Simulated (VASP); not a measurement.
# KF (Fm-3m) in VASP: notebook

Aim: see how the results for KF move with the level of theory and the settings. Levels: PBE, PBE-based screened hybrid. Tasks: single point.

All numbers are computed with VASP 6.6.1; they aren't measurements. Logs are shortened: lines on timing, memory, paths and dates and some standing lists are left out, and cuts for length are marked.

**1. The cell of the first run**

Symmetry: Fm-3m, No. 225, cubic system. The conventional cell has a = 5.318 Å, b = 5.318 Å, c = 5.318 Å, α = 90.00°, β = 90.00°, γ = 90.00°. Within 3.5 Å of K (site symmetry m-3m) lie 6 F at 2.66 Å. Within 3.5 Å of F (site symmetry m-3m) lie 6 K at 2.66 Å.

**2. Single point, PBE**

The input, INCAR:

```
SYSTEM = KF
ALGO = Normal
EDIFF = 1E-6
ENCUT = 600
GGA = PE
GGA_COMPAT = .FALSE.
ISIF = 2
ISMEAR = 0
ISYM = 0
LASPH = .TRUE.
LCHARG = .FALSE.
LREAL = .FALSE.
LWAVE = .FALSE.
NBANDS = 15
NELM = 120
PREC = Accurate
SIGMA = 0.01
```

The input, KPOINTS:

```
k-points
0
G
  8 8 1
  0 0 0
```

The input, POSCAR:

```
KF
1.0
    0.0000000000      2.6589605792      2.6589605792
    2.6589605792      0.0000000000      2.6589605792
    2.6589605792      2.6589605792      0.0000000000
K F
1 1
Direct
    0.0000000000      0.0000000000      0.0000000000
    0.5000000000      0.5000000000      0.5000000000
```

Potentials or basis: VASP PAW PBE potentials, release 64 (K_sv, F).

On the command line:

```bash
$ cat potpaw_PBE.64/K_sv/POTCAR potpaw_PBE.64/F/POTCAR > POTCAR
$ mpirun -np 1 vasp_std > vasp.out
```

OUTCAR:

```text
SYSTEM = KF
   EDIFF = 1E-6
   ENCUT = 600
   GGA = PE
   ISIF = 2
   ISMEAR = 0
   ISYM = 0
   LASPH = .TRUE.
   LREAL = .FALSE.
   NELM = 120
   PREC = Accurate

 ion  position               nearest neighbor table
   1  0.000  0.000  0.000-   2 2.66   2 2.66   2 2.66   2 2.66   2 2.66   2 2.66
   2  0.500  0.500  0.500-   1 2.66   1 2.66   1 2.66   1 2.66   1 2.66   1 2.66

IMPORTANT INFORMATION: All symmetrisations will be switched off!
NOSYMM: (Re-)initialisation of all symmetry stuff for point group C_1.

----------------------------------------------------------------------------------------

                                     Primitive cell

  volume of cell :      37.5981

  direct lattice vectors                    reciprocal lattice vectors
     0.000000000  2.658960579  2.658960579    -0.188043405  0.188043405  0.188043405
     2.658960579  0.000000000  2.658960579     0.188043405 -0.188043405  0.188043405
     2.658960579  2.658960579  0.000000000     0.188043405  0.188043405 -0.188043405

  length of vectors
     3.760338113  3.760338113  3.760338113     0.325700731  0.325700731  0.325700731

  position of ions in fractional coordinates (direct lattice)
     0.000000000  0.000000000  0.000000000
     0.500000000  0.500000000  0.500000000

  ion indices of the primitive-cell ions
   primitive index   ion index
                 1           1
                 2           2

----------------------------------------------------------------------------------------

 KPOINTS: k-points

Automatic generation of k-mesh.
 Grid dimensions read from file:
 generate k-points for:    8    8    1

 Generating k-lattice:

  Cartesian coordinates                     Fractional coordinates (reciprocal lattice)
    -0.023505426  0.023505426  0.023505426     0.125000000  0.000000000  0.000000000
     0.023505426 -0.023505426  0.023505426     0.000000000  0.125000000  0.000000000
     0.188043405  0.188043405 -0.188043405     0.000000000  0.000000000  1.000000000

  Length of vectors
     0.040712591  0.040712591  0.325700731

  Shift w.r.t. Gamma in fractional coordinates (k-lattice)
     0.000000000  0.000000000  0.000000000

 -----------------------------------------------------------------------------
|                                                                             |
|           W    W    AA    RRRRR   N    N  II  N    N   GGGG   !!!           |
|           W    W   A  A   R    R  NN   N  II  NN   N  G    G  !!!           |
|           W    W  A    A  R    R  N N  N  II  N N  N  G       !!!           |
|           W WW W  AAAAAA  RRRRR   N  N N  II  N  N N  G  GGG   !            |
|           WW  WW  A    A  R   R   N   NN  II  N   NN  G    G                |
|           W    W  A    A  R    R  N    N  II  N    N   GGGG   !!!           |
[... 74 lines left out ...]
   PSTRESS=    0.0 pullay stress
   NELECT =      16.0000    total number of electrons
   NUPDOWN=      -1.0000    fix difference up-down
   EMIN   =  10.00;   EMAX   =-10.00  energy-range for DOS
   EFERMI =   0.00;   METHOD = LEGACY
   ISMEAR =     0;   SIGMA  =   0.01  broadening in eV -4-tet -1-fermi 0-gaus
   EFERMI_NEDOS =   21; number of points for ismear=-14 and -15
   IALGO  =     38    algorithm
   IMIX   =      4    mixing-type and parameters
     AMIX     =   0.40;   BMIX     =  1.00
     AMIX_MAG =   1.60;   BMIX_MAG =  1.00
  volume/ion in A,a.u.               =      18.80       126.86
  Fermi-wavevector in a.u.,A,eV,Ry     =   1.231382  2.326975 20.630548  1.516303
  Thomas-Fermi vector in A             =   2.366194
   LORBIT       =      0    0 simple, 1 ext, 2 COOP (PROOUT), +10 PAW based schemes
   GGA     = PE    functional components
   LHFCALC =     F    Hartree Fock is set to
   AEXX    =    0.0000 exact exchange contribution
   IVDW    =     0    specifies the selected vdW correction
   LEPSILON=     F    determine dielectric tensor
   LRPA    =     F    only Hartree local field effects (RPA)
 non-spin polarized calculation
 Gauss-broadening in eV      SIGMA  =   0.01
  energy-cutoff  :      600.00
  volume of cell :       37.60
 maximum number of plane-waves:      1283
   NGX = 15   NGY = 15   NGZ = 15

 number of electron      16.0000001 magnetization

 Free energy of the ion-electron system (eV)
  ---------------------------------------------------
  ext. energy  EPLUGINS =         0.00000000
  ---------------------------------------------------
  free energy    TOTEN  =        -7.98957965 eV

  energy without entropy =       -7.98957965  energy(sigma->0) =       -7.98957965

 E-fermi :  -2.5955     XC(G=0):  -8.4394

 val. band max:       -2.6419147244   @ k =   0.0000   0.0000   0.0000
 cond. band min:       3.5157425834   @ k =   0.0000   0.0000   0.0000
 fundamental gap:      6.1576573078
 Fermi energy:        -2.5955082683

 k-point     1 :       0.0000    0.0000    0.0000
  band No.  band energies     occupation
      1     -28.8265      2.00000
      2     -21.3317      2.00000
      3     -12.0919      2.00000
      4     -12.0708      2.00000
      5     -12.0505      2.00000
      6      -2.6896      2.00000
      7      -2.6882      2.00000
      8      -2.6419      2.00000
      9       3.5157      0.00000
     10       7.9494      0.00000
     11       7.9703      0.00000
     12       8.0235      0.00000
     13       9.6582      0.00000
     14       9.6813      0.00000
[... 401 lines left out ...]
      2     -21.3764      2.00000
      3     -12.3671      2.00000
      4     -12.2413      2.00000
      5     -12.1902      2.00000
      6      -3.1773      2.00000
      7      -2.8226      2.00000
      8      -2.7442      2.00000
      9       6.1891      0.00000
     10       6.3424      0.00000
     11       9.4445      0.00000
     12       9.9665      0.00000
     13      10.5844      0.00000
     14      10.7923      0.00000
     15      15.1075      0.00000

 [... further k-points ...]
[... 5 lines left out ...]
  --------------------------------------------------------------------------------------
  -------------------------------------------------------------------------------------
  Total        1.0758311      1.0758310      0.5672970      2.0294213      0.0000055      0.0000054
  in kB       45.8446833     45.8446790     24.1743830     86.4802842      0.0002360      0.0002285
  external PRESSURE =      38.6212484 kB  Pullay stress =       0.0000000 kB

 VOLUME and BASIS-vectors are now :
 -----------------------------------------------------------------------------
  energy-cutoff  :      600.00
  volume of cell :       37.60
      direct lattice vectors                 reciprocal lattice vectors
     0.000000000  2.658960579  2.658960579    -0.188043405  0.188043405  0.188043405
     2.658960579  0.000000000  2.658960579     0.188043405 -0.188043405  0.188043405
     2.658960579  2.658960579  0.000000000     0.188043405  0.188043405 -0.188043405

 POSITION                                       TOTAL-FORCE (eV/Angst)
 -----------------------------------------------------------------------------------
      0.00000      0.00000      0.00000        -0.000000     -0.000000      0.000000
      2.65896      2.65896      2.65896         0.000000      0.000000     -0.000000
 -----------------------------------------------------------------------------------
    total drift:                                0.000000     -0.000000     -0.000001

  FREE ENERGIE OF THE ION-ELECTRON SYSTEM (eV)
  ---------------------------------------------------
  free  energy   TOTEN  =        -7.9895796473 eV

  energy  without entropy=       -7.9895796473  energy(sigma->0) =       -7.98957965
```

It took 11 s on 1 thread of Intel Xeon 6975P-C (Granite Rapids), shared host; peak memory 0.17 GiB.

The run converged, but its numbers aren't listed here, since they failed a check.

Caveat: the k points lie up to 2.05 Å⁻¹ apart.

**3. Single point, PBE**

The input, INCAR:

```
PREC = Accurate
ENCUT = 600
EDIFF = 1E-6
ISMEAR = 0
SIGMA = 0.01
LREAL = False
LASPH = True
NELM = 120
ALGO = Normal
ISIF = 2
LWAVE = False
LCHARG = True
GGA = PE
LELF = True
LVHAR = True
NBANDS = 15
ISYM = 0
GGA_COMPAT = False
```

The input, KPOINTS:

```
Automatic mesh
0
Gamma
  6 6 6
  0 0 0.5
```

POSCAR is that of step 2.

Potentials or basis: VASP PAW PBE potentials, release 64 (K_sv, F).

On the command line:

```bash
$ cat potpaw_PBE.64/K_sv/POTCAR potpaw_PBE.64/F/POTCAR > POTCAR
$ mpirun -np 1 vasp_std > vasp.out
```

Wall time 2.1 min (1 thread of Intel Xeon 6975P-C (Granite Rapids), shared host); peak memory 0.38 GiB.

The run converged. Its results:

```
Free energy            : -8.2855 eV
Pressure               : 1.9 GPa
Band gap on the k mesh : 6.47 eV, direct
```

Levels at points of the mesh, in eV from the valence-band top:
```csv
k point,band 5,band 6,band 7,band 8,band 9,band 10,band 11,band 12
"(0.00, 0.00, 0.08)",-9.31,-0.04,0.00,0.00,6.47,10.62,10.84,10.84
```

A k mesh can miss the band edges.

**4. Single point, PBE**

The input, INCAR:

```
SYSTEM = KF
PREC = Accurate
ENCUT = 600
EDIFF = 1E-6
ISMEAR = 0
SIGMA = 0.01
LREAL = .FALSE.
LASPH = .TRUE.
NELM = 120
ALGO = Normal
ISIF = 2
LWAVE = .FALSE.
LCHARG = .FALSE.
GGA = PE
ISYM = 0
NBANDS = 15
GGA_COMPAT = .FALSE.
```

The input, KPOINTS:

```
Automatic mesh
0
G
  6 6 6
  0 0 0
```

POSCAR is that of step 3.

On the command line:

```bash
$ cat potpaw_PBE.64/K_sv/POTCAR potpaw_PBE.64/F/POTCAR > POTCAR
$ mpirun -np 1 vasp_std > vasp.out
```

Wall time 30 s (1 thread of Intel Xeon 6975P-C (Granite Rapids), shared host); peak memory 0.21 GiB.

It converged, with:

- Free energy: -8.2855 eV
- Pressure: 1.9 GPa
- Band gap on the k mesh: 6.24 eV, direct

Levels at points of the mesh, in eV from the valence-band top:
| k point | band 5 | band 6 | band 7 | band 8 | band 9 | band 10 | band 11 | band 12 |
| --- | --- | --- | --- | --- | --- | --- | --- | --- |
| (0.00, 0.00, 0.00) | -9.34 | 0.00 | 0.00 | 0.00 | 6.24 | 10.72 | 10.72 | 10.72 |
| (0.50, 0.00, 0.00) | -9.37 | -0.81 | -0.36 | -0.36 | 9.13 | 10.72 | 12.14 | 12.14 |
| (0.00, 0.50, 0.00) | -9.37 | -0.81 | -0.36 | -0.36 | 9.13 | 10.72 | 12.14 | 12.14 |
| (0.00, 0.00, 0.50) | -9.37 | -0.81 | -0.36 | -0.36 | 9.13 | 10.72 | 12.14 | 12.14 |
| (0.50, 0.50, 0.50) | -9.37 | -0.81 | -0.36 | -0.36 | 9.13 | 10.72 | 12.14 | 12.14 |
| (0.50, 0.50, 0.00) | -9.56 | -0.21 | -0.05 | -0.05 | 8.21 | 10.39 | 11.93 | 13.69 |
| (0.00, 0.50, 0.50) | -9.56 | -0.21 | -0.05 | -0.05 | 8.21 | 10.39 | 11.93 | 13.69 |
| (0.50, 0.00, 0.50) | -9.56 | -0.21 | -0.05 | -0.05 | 8.21 | 10.39 | 11.93 | 13.69 |

As with any semilocal functional, this PBE gap is likely too small.

**5. Single point, PBE-based screened hybrid**

POSCAR is that of step 4.

The input, INCAR.step1:

```
SYSTEM = KF
PREC = Accurate
ENCUT = 520
EDIFF = 1E-5
ISMEAR = 0
SIGMA = 0.01
LREAL = .FALSE.
LASPH = .TRUE.
NELM = 120
ALGO = Normal
ISIF = 2
LWAVE = .TRUE.
GGA = PE
NBANDS = 15
GGA_COMPAT = .FALSE.
```

The input, INCAR.step2:

```
SYSTEM = KF
PREC = Accurate
ENCUT = 520
EDIFF = 1E-6
ISMEAR = 0
SIGMA = 0.01
LREAL = .FALSE.
LASPH = .TRUE.
NELM = 120
ALGO = Normal
ISIF = 2
LWAVE = .FALSE.
LCHARG = .TRUE.
GGA = PE
LHFCALC = .TRUE.
AEXX = 0.05
HFSCREEN = 0.3
PRECFOCK = Normal
LELF = .TRUE.
LVHAR = .TRUE.
ISTART = 1
NBANDS = 15
GGA_COMPAT = .FALSE.
```

The input, KPOINTS:

```
regular mesh
0
G
  4 4 4
  0 0 0
```

On the command line:

```bash
$ cat potpaw_PBE.64/K_sv/POTCAR potpaw_PBE.64/F/POTCAR > POTCAR
$ cp INCAR.step1 INCAR
$ mpirun -np 1 vasp_std > vasp.out
$ cp INCAR.step2 INCAR
$ mpirun -np 1 vasp_std > vasp.out
```

Wall time 94 s (1 thread of Intel Xeon 6975P-C (Granite Rapids), shared host); peak memory 0.27 GiB.

The run converged. Its results:

```
Free energy            : -8.5761 eV
Pressure               : 1.8 GPa
Band gap on the k mesh : 6.58 eV, direct
```

Levels at points of the mesh, in eV from the valence-band top:
| k point | band 4 | band 5 | band 6 | band 7 | band 8 | band 9 | band 10 | band 11 | band 12 | band 13 |
| --- | --- | --- | --- | --- | --- | --- | --- | --- | --- | --- |
| (0.00, 0.00, 0.00) | -9.37 | -9.37 | 0.00 | 0.00 | 0.00 | 6.58 | 11.12 | 11.12 | 11.12 | 12.84 |
| (0.50, 0.00, 0.00) | -9.41 | -9.41 | -0.81 | -0.36 | -0.36 | 9.50 | 11.07 | 12.57 | 12.57 | 14.87 |
| (0.50, 0.50, 0.00) | -9.59 | -9.59 | -0.20 | -0.05 | -0.05 | 8.57 | 10.79 | 12.29 | 14.15 | 14.79 |

Caveat: the k points lie up to 0.51 Å⁻¹ apart; the PAW data sets were made with another functional, which shifts forces and pressure a little.

(Part 1 of 2 ends here.)
